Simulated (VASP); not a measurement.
MoSe:

```
Mo Se
1.0
     0.00000    2.61016    2.61016
     2.61016    0.00000    2.61016
     2.61016    2.61016    0.00000
Mo Se
1 1
Direct
  0.00000 0.00000 0.00000
  0.50000 0.50000 0.50000
```

Base run:

| Item | Value |
| --- | --- |
| Program | VASP 6.6.1 |
| Functional | PBE |
| Potentials or basis | VASP PAW PBE potentials, release 64 (Mo_sv, Se) |
| Cutoff | 520 eV |
| k mesh | 14 × 14 × 14 |
| Occupations | gaussian, width 0.05 eV |
| Spin | collinear spin |
| Starting moments | [3.5, 0.0] μB |
| Hubbard terms | Mo d U = 4.0 eV |

Its results: pressure 21.9 GPa; net moment 3.17 μB per cell; site moments Mo +2.95; Se -0.01 μB.

Question: After a change of settings the same cell gave: pressure 14.8 GPa; net moment 2.75 μB per cell; site moments Mo +2.50; Se +0.02 μB. Which change was it?
A. hubbard terms from Mo d U = 4.0 eV to Mo d U = 6.0 eV; further incar settings from ALGO = Normal; EDIFF = 1e-07; NBANDS = 21 to ALGO = Normal; EDIFF = 1e-06; NBANDS = 21
B. hubbard terms from Mo d U = 4.0 eV to Mo d U = 2.0 eV
C. occupations from gaussian, width 0.05 eV to gaussian, width 0.1 eV; hubbard terms from Mo d U = 4.0 eV to none

Answer: B.

Caveats: the cell stands under pressure.
